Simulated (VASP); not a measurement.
# SiHC (P-6m2) in VASP: further runs

The runs below take SiHC through single point, relaxation of cell and atoms, with PBE.

Everything below comes from runs of VASP 6.6.1. Logs are shortened: lines on timing, memory, paths and dates and some standing lists are left out, and cuts for length are marked.

## 1. The cell of the first run

It takes space group P-6m2 (No. 187, hexagonal). The conventional cell has a = 3.032 Å, b = 3.032 Å, c = 2.608 Å, α = 90.00°, β = 90.00°, γ = 120.00°. Within 2.3 Å of Si (site symmetry -6m2) lie 3 H at 1.75 Å and 6 C at 2.18 Å. H (site symmetry -6m2) has 3 Si at 1.75 Å and 6 C at 2.18 Å within 2.3 Å. Within 2.9 Å of C (site symmetry -6m2) lie 6 Si at 2.18 Å and 6 H at 2.18 Å and 2 C at 2.61 Å.

## 2. Single point, PBE

INCAR

```
SYSTEM = SiHC
PREC = Accurate
ENCUT = 520
EDIFF = 1E-6
ISMEAR = 0
SIGMA = 0.1
LREAL = .FALSE.
LASPH = .TRUE.
NELM = 100
ALGO = Normal
ISIF = 2
LWAVE = .FALSE.
LCHARG = .FALSE.
GGA = PE
NBANDS = 12
```

KPOINTS

```
regular mesh
0
G
  6 6 4
  0 0 0
```

POSCAR

```
SiHC
1.0
    3.0321805570      0.0000000000      0.0000000000
   -1.5160902785      2.6259453912      0.0000000000
    0.0000000000      0.0000000000      2.6084066920
Si H C
1 1 1
Direct
    0.3333333333      0.6666666667      0.5000000000
    0.6666666667      0.3333333333      0.5000000000
    0.0000000000      0.0000000000      0.0000000000
```

Potentials or basis: VASP PAW PBE potentials, release 64 (Si, H, C).

Launch:

```sh
> cat potpaw_PBE.64/Si/POTCAR potpaw_PBE.64/H/POTCAR potpaw_PBE.64/C/POTCAR > POTCAR
> mpirun -np 1 vasp_std > vasp.out
```

OUTCAR:

```text
SYSTEM = SiHC
   PREC = Accurate
   ENCUT = 520
   EDIFF = 1E-6
   ISMEAR = 0
   LREAL = .FALSE.
   LASPH = .TRUE.
   NELM = 100
   ISIF = 2
   GGA = PE

 ion  position               nearest neighbor table
   1  0.333  0.667  0.500-   2 1.75   2 1.75   2 1.75   3 2.18   3 2.18   3 2.18   3 2.18   3 2.18
                             3 2.18
   2  0.667  0.333  0.500-   1 1.75   1 1.75   1 1.75
   3  0.000  0.000  0.000-   1 2.18   1 2.18   1 2.18   1 2.18   1 2.18   1 2.18

  LATTYP: Found a hexagonal cell.
 ALAT       =     3.0321805570
 C/A-ratio  =     0.8602412168

  Lattice vectors:

 A1 = (   3.0321805570,   0.0000000000,   0.0000000000)
 A2 = (  -1.5160902785,   2.6259453912,   0.0000000000)
 A3 = (   0.0000000000,   0.0000000000,   2.6084066920)

Analysis of symmetry for initial positions (statically):
=====================================================================
 Subroutine PRICEL returns:
 Original cell was already a primitive cell.

 Routine SETGRP: Setting up the symmetry group for a
 hexagonal supercell.

 Subroutine GETGRP returns: Found 12 space group operations
 (whereof 12 operations were pure point group operations)
 out of a pool of 24 trial point group operations.

The static configuration has the point symmetry D_3h.

Analysis of symmetry for dynamics (positions and initial velocities):
=====================================================================
 Subroutine PRICEL returns:
 Original cell was already a primitive cell.

 Routine SETGRP: Setting up the symmetry group for a
 hexagonal supercell.

 Subroutine GETGRP returns: Found 12 space group operations
 (whereof 12 operations were pure point group operations)
 out of a pool of 24 trial point group operations.

The dynamic configuration has the point symmetry D_3h.

 Subroutine INISYM returns: Found 12 space group operations
 (whereof 12 operations are pure point group operations),
 and found     1 'primitive' translations

----------------------------------------------------------------------------------------

                                     Primitive cell

  volume of cell :      20.7690

  direct lattice vectors                    reciprocal lattice vectors
     3.032180557  0.000000000  0.000000000     0.329795664  0.190407615  0.000000000
    -1.516090279  2.625945391  0.000000000     0.000000000  0.380815231  0.000000000
     0.000000000  0.000000000  2.608406692     0.000000000  0.000000000  0.383375799

  length of vectors
     3.032180557  3.032180557  2.608406692     0.380815231  0.380815231  0.383375799

  position of ions in fractional coordinates (direct lattice)
     0.333333333  0.666666667  0.500000000
     0.666666667  0.333333333  0.500000000
     0.000000000  0.000000000  0.000000000

  ion indices of the primitive-cell ions
   primitive index   ion index
                 1           1
                 2           2
                 3           3

----------------------------------------------------------------------------------------

 KPOINTS: regular mesh

Automatic generation of k-mesh.
 Grid dimensions read from file:
 generate k-points for:    6    6    4

 Generating k-lattice:

  Cartesian coordinates                     Fractional coordinates (reciprocal lattice)
     0.054965944  0.031734603  0.000000000     0.166666667  0.000000000  0.000000000
     0.000000000  0.063469205  0.000000000     0.000000000  0.166666667  0.000000000
     0.000000000  0.000000000  0.095843950     0.000000000  0.000000000  0.250000000

  Length of vectors
     0.063469205  0.063469205  0.095843950

  Shift w.r.t. Gamma in fractional coordinates (k-lattice)
     0.000000000  0.000000000  0.000000000

 Subroutine IBZKPT returns following result:
 ===========================================

 Found     21 irreducible k-points:

 Following reciprocal coordinates:
            Coordinates               Weight
  0.000000  0.000000  0.000000      1.000000
  0.166667  0.000000  0.000000      6.000000
  0.333333 -0.000000  0.000000      6.000000
  0.500000 -0.000000  0.000000      3.000000
  0.166667  0.166667  0.000000      6.000000
  0.333333  0.166667  0.000000     12.000000
[... 13 lines left out ...]
  0.333333  0.166667  0.500000     12.000000
  0.333333  0.333333  0.500000      2.000000
   k-points           NKPTS =     21   k-points in BZ     NKDIM =     21   number of bands    NBANDS=     12
   number of dos      NEDOS =    301   number of ions     NIONS =      3
   total plane-waves  NPLWV =  11520
   dimension x,y,z NGX =    24 NGY =   24 NGZ =   20
   dimension x,y,z NGXF=    48 NGYF=   48 NGZF=   40
   ions per type =               1   1   1
   NGX,Y,Z   is equivalent  to a cutoff of  13.16, 13.16, 12.75 a.u.
   NGXF,Y,Z  is equivalent  to a cutoff of  26.32, 26.32, 25.49 a.u.
 SYSTEM =  SiHC
   PREC   = accura    normal or accurate (medium, high low for compatibility)
   ISTART =      0    job   : 0-new  1-cont  2-samecut
   ICHARG =      2    charge: 1-file 2-atom 10-const
   ISPIN  =      1    spin polarized calculation?
   LNONCOLLINEAR =      F non collinear calculations
   LSORBIT =      F    spin-orbit coupling
   LASPH  =      T    aspherical Exc in radial PAW
   ENCUT  =  520.0 eV  38.22 Ry    6.18 a.u.   5.64  5.64  4.85*2*pi/ulx,y,z
   NELM   =    100;   NELMIN=  2; NELMDL= -5     # of ELM steps
   EDIFF  = 0.1E-05   stopping-criterion for ELM
   LREAL  =      F    real-space projection
   EDIFFG = 0.1E-04   stopping-criterion for IOM
   NSW    =      0    number of steps for IOM
   IBRION =     -1    ionic relax: 0-MD 1-quasi-New 2-CG
   NFREE  =      0    steps in history (QN), initial steepest desc. (CG)
   ISIF   =      2    stress and relaxation
   ISYM   =      2    0-nonsym 1-usesym 2-fastsym
   POTIM  = 0.5000    time-step for ionic-motion
   TEBEG  =    0.0;   TEEND  =   0.0 temperature during run
   PSTRESS=    0.0 pullay stress
   NELECT =       9.0000    total number of electrons
   NUPDOWN=      -1.0000    fix difference up-down
   EMIN   =  10.00;   EMAX   =-10.00  energy-range for DOS
   EFERMI =   0.00;   METHOD = LEGACY
   ISMEAR =     0;   SIGMA  =   0.10  broadening in eV -4-tet -1-fermi 0-gaus
   EFERMI_NEDOS =   21; number of points for ismear=-14 and -15
   IALGO  =     38    algorithm
   IMIX   =      4    mixing-type and parameters
     AMIX     =   0.40;   BMIX     =  1.00
     AMIX_MAG =   1.60;   BMIX_MAG =  1.00
  volume/ion in A,a.u.               =       6.92        46.72
  Fermi-wavevector in a.u.,A,eV,Ry     =   1.238845  2.341078 20.881365  1.534737
  Thomas-Fermi vector in A             =   2.373353
   LORBIT       =      0    0 simple, 1 ext, 2 COOP (PROOUT), +10 PAW based schemes
   GGA     = PE    functional components
   LHFCALC =     F    Hartree Fock is set to
   AEXX    =    0.0000 exact exchange contribution
   IVDW    =     0    specifies the selected vdW correction
   LEPSILON=     F    determine dielectric tensor
   LRPA    =     F    only Hartree local field effects (RPA)
 non-spin polarized calculation
 Gauss-broadening in eV      SIGMA  =   0.10
  energy-cutoff  :      520.00
  volume of cell :       20.77
 maximum number of plane-waves:       573
 NGX is ok and might be reduce to    24

 number of electron       8.9999999 magnetization

 Free energy of the ion-electron system (eV)
  ---------------------------------------------------
  ext. energy  EPLUGINS =         0.00000000
  ---------------------------------------------------
  free energy    TOTEN  =       -13.93195124 eV

  energy without entropy =      -13.92709761  energy(sigma->0) =      -13.92952442

 E-fermi :  10.1964     XC(G=0): -12.2373

 val. band max:        9.9834852628   @ k =   0.3333   0.3333   0.2500
 cond. band min:      10.2218319898   @ k =   0.1667   0.0000   0.5000
 fundamental gap:      0.2383467271
 Fermi energy:        10.1963842553

 k-point     1 :       0.0000    0.0000    0.0000
  band No.  band energies     occupation
      1      -7.4493      2.00000
      2       8.5361      2.00000
      3       8.5546      2.00000
      4       8.5546      2.00000
      5       9.6382      2.00000
      6      13.8915      0.00000
      7      14.4331      0.00000
      8      14.4331      0.00000
      9      19.3530      0.00000
     10      23.3914      0.00000
     11      26.7542      0.00000
     12      26.7542      0.00000

 k-point     2 :       0.1667    0.0000    0.0000
  band No.  band energies     occupation
      1      -6.9078      2.00000
      2       5.2058      2.00000
      3       7.7169      2.00000
      4       8.7795      2.00000
      5       9.9687      1.99872
      6      13.4719      0.00000
      7      16.0367      0.00000
      8      17.4343      0.00000
      9      21.1083      0.00000
     10      22.2010      0.00000
     11      26.5284      0.00000
     12      26.6187      0.00000

 k-point     3 :       0.3333   -0.0000    0.0000
  band No.  band energies     occupation
      1      -5.3134      2.00000
      2       1.0979      2.00000
      3       6.6022      2.00000
      4       7.7628      2.00000
      5      10.7745      0.00000
      6      14.8911      0.00000
      7      18.9055      0.00000
      8      19.7429      0.00000
      9      19.9991      0.00000
     10      22.5598      0.00000
     11      27.0338      0.00000
     12      27.8414      0.00000
[... 241 lines left out ...]
 k-point    20 :       0.3333    0.1667    0.5000
  band No.  band energies     occupation
      1       0.3658      2.00000
      2       1.0550      2.00000
      3       4.1650      2.00000
      4       4.5264      2.00000
      5       7.7145      2.00000
      6       8.7675      2.00000
      7      17.2717      0.00000
      8      17.3207      0.00000
      9      22.6723      0.00000
     10      23.4562      0.00000
     11      27.5305      0.00000
     12      29.6778      0.00000

 k-point    21 :       0.3333    0.3333    0.5000
  band No.  band energies     occupation
      1       1.2225      2.00000
      2       3.1022      2.00000
      3       3.1471      2.00000
      4       3.7357      2.00000
      5       6.2283      2.00000
      6       6.5707      2.00000
      7      18.9598      0.00000
      8      20.6757      0.00000
      9      21.7424      0.00000
     10      22.9882      0.00000
     11      26.5039      0.00000
     12      30.2871      0.00000

------------------------ aborting loop because EDIFF is reached ----------------------------------------

  FORCE on cell =-STRESS in cart. coord.  units (eV):
  Direction    XX          YY          ZZ          XY          YZ          ZX
  --------------------------------------------------------------------------------------
  -------------------------------------------------------------------------------------
  Total       -0.0016409     -0.0016409     -0.0126369      0.0000000      0.0000000      0.0000000
  in kB       -0.1265820     -0.1265820     -0.9748420      0.0000000      0.0000000      0.0000000
  external PRESSURE =      -0.4093353 kB  Pullay stress =       0.0000000 kB

 VOLUME and BASIS-vectors are now :
 -----------------------------------------------------------------------------
  energy-cutoff  :      520.00
  volume of cell :       20.77
      direct lattice vectors                 reciprocal lattice vectors
     3.032180557  0.000000000  0.000000000     0.329795664  0.190407615  0.000000000
    -1.516090279  2.625945391  0.000000000     0.000000000  0.380815231  0.000000000
     0.000000000  0.000000000  2.608406692     0.000000000  0.000000000  0.383375799

 POSITION                                       TOTAL-FORCE (eV/Angst)
 -----------------------------------------------------------------------------------
     -0.00000      1.75063      1.30420        -0.000000      0.000000      0.000000
      1.51609      0.87532      1.30420         0.000000      0.000000      0.000000
      0.00000      0.00000      0.00000         0.000000      0.000000      0.000000
 -----------------------------------------------------------------------------------
    total drift:                               -0.000000      0.000000      0.000000

  FREE ENERGIE OF THE ION-ELECTRON SYSTEM (eV)
  ---------------------------------------------------
  free  energy   TOTEN  =       -13.9319512397 eV

  energy  without entropy=      -13.9270976054  energy(sigma->0) =      -13.92952442
```

Wall time 3.4 s (1 thread of Intel Xeon Platinum 8488C (Sapphire Rapids), shared host); peak memory 0.13 GiB.

What came out:

```yaml
Free_energy: -13.9320 eV
Pressure: 0.0 GPa
```

Caveat: the k points lie up to 0.60 Å⁻¹ apart.

## 3. Relaxation of cell and atoms, PBE

This run uses another cell than the first one, of 13.95 Å³/atom, 2.015 times its volume.

INCAR

```
PREC     = Accurate       # precision mode
ENCUT    = 600            # plane-wave cutoff, eV
EDIFF    = 1E-6           # SCF threshold, eV
ISMEAR   = 0              # smearing method
SIGMA    = 0.1            # smearing width, eV
LREAL    = F              # projectors in reciprocal space
LASPH    = T              # aspherical terms in the spheres
NELM     = 60             # most SCF steps
ALGO     = Normal         # electronic algorithm
ISIF     = 3              # what is computed and relaxed
LWAVE    = F              # write WAVECAR
LCHARG   = F              # write CHGCAR
GGA      = PE             # functional
IBRION   = 2              # ionic algorithm
NSW      = 90             # ionic steps
EDIFFG   = -0.04          # ionic threshold
```

KPOINTS

```
regular mesh
0
Gamma
  6 6 4
```

POSCAR

```
SiHC
1.0
    3.5156568000      0.0000000000      0.0000000000
   -1.7578284000      3.0446481000      0.0000000000
    0.0000000000      0.0000000000      3.9104681100
Si H C
1 1 1
Direct
    0.3333333300      0.6666666700      0.5000000000
    0.6666666700      0.3333333300      0.5000000000
    0.0000000000      0.0000000000      0.0000000000
```

Potentials or basis: VASP PAW PBE potentials, release 64 (Si, H, C).

Launch:

```sh
> cat potpaw_PBE.64/Si/POTCAR potpaw_PBE.64/H/POTCAR potpaw_PBE.64/C/POTCAR > POTCAR
> mpirun -np 1 vasp_std > vasp.out
```

Run time: 77 s. Hardware: 1 thread of Intel Xeon Platinum 8488C (Sapphire Rapids), shared host; peak memory 0.17 GiB.

It converged, with:

```yaml
Free_energy: -13.9484 eV
Relaxed_volume: 6.90 Å³/atom
Relaxed_cell: a = 3.073 Å, b = 3.073 Å, c = 2.533 Å, α = 90.00°, β = 90.00°, γ = 120.00°
Space_group_after_relaxing_to_0.05_Å: P-6m2 (No. 187)
Energy_gained_by_relaxing: 997.3 meV/atom
Ionic_steps: 19
Pressure_after_relaxing: 0.2 GPa
```

Stress tensor (GPa, compression positive):
```
 0.48  0.00  0.00
 0.00  0.48  0.00
 0.00  0.00 -0.38
```

Step by step:
```tsv
step	energy change (eV)	largest force (eV/Å)	pressure (GPa)	volume (Å³)
1	0.0000	0.0000	-22.78	41.86
2	-1.5829	0.0000	-22.25	30.95
3	3.2529	0.0000	297.43	11.97
4	-2.0844	0.0000	-18.87	27.07
5	-2.1482	0.0000	30.65	18.89
6	-2.4138	0.0000	-5.49	23.04
7	-2.4284	0.0000	0.14	22.08
8	-2.7390	0.0000	9.43	20.15
9	-2.8116	0.0000	15.49	19.49
10	-2.7448	0.0000	32.85	18.13
11	-2.8175	0.0000	19.29	19.12
12	-2.9822	0.0000	-4.38	21.27
13	-2.9829	0.0000	-2.25	20.99
14	-2.9832	0.0000	-2.75	21.05
15	-2.9832	0.0000	-3.60	21.16
16	-2.9833	0.0000	-3.06	21.09
17	-2.9914	0.0000	-0.65	20.82
18	-2.9917	0.0000	-1.00	20.86
19	-2.9920	0.0000	0.19	20.71
```

Final structure:
```
Si H C
1.0
     3.07298    0.00000    0.00000
    -1.53649    2.66128    0.00000
     0.00000    0.00000    2.53268
Si H C
1 1 1
Direct
  0.33333 0.66667 0.50000
  0.66667 0.33333 0.50000
  0.00000 0.00000 0.00000
```

Levels at points of the mesh, in eV from the Fermi level:
| k point | band 1 | band 2 | band 3 | band 4 | band 5 | band 6 | band 7 | band 8 |
| --- | --- | --- | --- | --- | --- | --- | --- | --- |
| (0.00, 0.00, 0.00) | -17.72 | -2.10 | -2.10 | -1.49 | 0.18 | 2.92 | 3.75 | 3.75 |
| (0.50, 0.00, 0.00) | -13.71 | -12.21 | -4.41 | -3.13 | 1.62 | 6.10 | 9.61 | 9.62 |
| (0.00, 0.00, 0.50) | -12.58 | -12.57 | 0.32 | 0.32 | 2.06 | 4.72 | 6.46 | 6.46 |
| (0.50, 0.00, 0.50) | -9.62 | -8.51 | -6.88 | -6.77 | -1.22 | 1.73 | 3.09 | 4.71 |

Caveat: the k points lie up to 0.62 Å⁻¹ apart in the final cell; the volume moved by over 15 % at a fixed basis, so the end points are rough.

## 4. Single point, PBE

This run uses another cell than the first one: it holds 6 atoms, not 3.

INCAR

```
PREC = Accurate ; ENCUT = 520
EDIFF = 1E-6 ; ISMEAR = 0
SIGMA = 0.2 ; LREAL = False
LASPH = True ; NELM = 80
ALGO = Normal ; ISIF = 2
LWAVE = False ; LCHARG = True
GGA = PE ; LELF = True
LVHAR = True ; NBANDS = 18
```

KPOINTS

```
Automatic mesh
0
Gamma
  12 12 4
```

POSCAR

```
SiHC
1.0
    3.0296971682      0.0000000000      0.0000000000
   -1.5148485841      2.6237947134      0.0000000000
    0.0000000000      0.0000000000      5.2742268086
Si H C
2 2 2
Direct
    0.3333333333      0.6666666667      0.2500000000
    0.3333333333      0.6666666667      0.7500000000
    0.6666666667      0.3333333333      0.2500000000
    0.6666666667      0.3333333333      0.7500000000
    0.0000000000      0.0000000000      0.0000000000
    0.0000000000      0.0000000000      0.5000000000
```

Launch:

```sh
> cat potpaw_PBE.64/Si/POTCAR potpaw_PBE.64/H/POTCAR potpaw_PBE.64/C/POTCAR > POTCAR
> mpirun -np 1 vasp_std > vasp.out
```

Wall time 22 s (1 thread of Intel Xeon Platinum 8488C (Sapphire Rapids), shared host); peak memory 0.18 GiB.

It converged, with:

```
Free energy            : -27.8104 eV
Pressure               : -0.2 GPa
Band gap on the k mesh : zero (band 9 reaches 11.41 eV, above the bottom of band 10 at 7.58 eV)
```

Stress tensor (GPa, compression positive):
```
-2.33  0.00  0.00
 0.00 -2.33  0.00
 0.00  0.00  4.07
```

Levels at points of the mesh, in eV from the Fermi level:
| k point | band 7 | band 8 | band 9 | band 10 | band 11 | band 12 |
| --- | --- | --- | --- | --- | --- | --- |
| (0.00, 0.00, 0.00) | -0.54 | 0.80 | 0.80 | 2.43 | 4.04 | 4.50 |
| (0.50, 0.00, 0.00) | -3.70 | -2.63 | -0.80 | 1.19 | 1.96 | 3.27 |
| (0.00, 0.00, 0.50) | -0.45 | -0.45 | 1.39 | 1.39 | 5.18 | 5.18 |
| (0.50, 0.00, 0.50) | -2.67 | -2.67 | -2.31 | -2.31 | 1.61 | 1.61 |

## 5. Single point, PBE

This run uses another cell than the first one, of 6.99 Å³/atom, 1.009 times its volume.

INCAR

```
PREC     = Accurate       # precision mode
ENCUT    = 520            # plane-wave cutoff, eV
EDIFF    = 1E-7           # SCF threshold, eV
ISMEAR   = 0              # smearing method
SIGMA    = 0.1            # smearing width, eV
LREAL    = F              # projectors in reciprocal space
LASPH    = T              # aspherical terms in the spheres
NELM     = 100            # most SCF steps
ALGO     = Normal         # electronic algorithm
ISIF     = 2              # what is computed and relaxed
LWAVE    = F              # write WAVECAR
LCHARG   = F              # write CHGCAR
GGA      = PE             # functional
NBANDS   = 12             # bands
```

KPOINTS

```
Automatic mesh
0
Gamma
  18 18 18
```

POSCAR

```
SiHC
1.0
    3.0296971682      0.0000000000      0.0000000000
   -1.5148485841      2.6237947134      0.0000000000
    0.0000000000      0.0000000000      2.6371134043
Si H C
1 1 1
Direct
    0.3333333333      0.6666666667      0.5000000000
    0.6666666667      0.3333333333      0.5000000000
    0.0000000000      0.0000000000      0.0000000000
```

Launch:

```sh
> cat potpaw_PBE.64/Si/POTCAR potpaw_PBE.64/H/POTCAR potpaw_PBE.64/C/POTCAR > POTCAR
> mpirun -np 1 vasp_std > vasp.out
```

Run time: 29 s. Hardware: 1 thread of Intel Xeon Platinum 8488C (Sapphire Rapids), shared host; peak memory 0.21 GiB.

Results (log left out):

- Free energy: -13.8985 eV
- Pressure: 0.1 GPa

Levels at points of the mesh, in eV from the Fermi level:
```tsv
k point	band 2	band 3	band 4	band 5	band 6	band 7
(0.00, 0.00, 0.00)	-1.68	-1.37	-1.37	-0.61	3.98	4.45
(0.50, 0.00, 0.00)	-11.83	-3.76	-2.69	1.11	5.85	8.48
(0.00, 0.00, 0.50)	-12.56	0.72	0.72	2.36	5.55	6.76
(0.50, 0.00, 0.50)	-8.57	-6.87	-6.64	-0.87	1.90	3.21
```

[end of part 1 of 2]
